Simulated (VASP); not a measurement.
SrCl2, 3 atoms in the cell. The structure is trigonal, space group R-3m (No. 166). Conventional cell: a = 4.913 Å, b = 4.913 Å, c = 12.089 Å, α = 90.00°, β = 90.00°, γ = 120.00°. Sr (site symmetry -3m) has 8 Cl at 3.01 to 3.02 Å within 4.0 Å. Cl (site symmetry 3m) has 4 Sr at 3.01 to 3.02 Å and 6 Cl at 3.48 Å within 4.0 Å.  This cell differs from its parent crystal: uniaxial z strain +0.4%.

| Property | Result |
| --- | --- |
| Program | VASP 6.6.1 |
| Task | single point |
| Functional | r2SCAN |
| Potentials or basis | VASP PAW PBE potentials, release 64 (Sr_sv, Cl) |
| Cutoff | 520 eV |
| k mesh | 6 × 6 × 6 |
| Occupations | gaussian, width 0.01 eV |
| Spin | no spin polarisation |
| Dipole correction | no |
| Further INCAR settings | ALGO = Normal; EDIFF = 1e-06; NBANDS = 19 |

Potentials or basis: VASP PAW PBE potentials, release 64 (Sr_sv, Cl).

The run is started by

```sh
$ cat potpaw_PBE.64/Sr_sv/POTCAR potpaw_PBE.64/Cl/POTCAR > POTCAR
$ cp INCAR.step1 INCAR
$ mpirun -np 1 vasp_std > vasp.out
$ cp INCAR.step2 INCAR
$ mpirun -np 1 vasp_std > vasp.out
```

Hardware: 1 thread of Intel(R) Xeon(R) Platinum 8259CL CPU @ 2.50GHz (Skylake/Cascade Lake) (shared host).

Problem. How long does it take, and how much memory?

Solution. It took 3.1 min on 1 thread of Intel(R) Xeon(R) Platinum 8259CL CPU @ 2.50GHz (Skylake/Cascade Lake) (shared host), peak memory 0.28 GiB. Counts: k points 32.
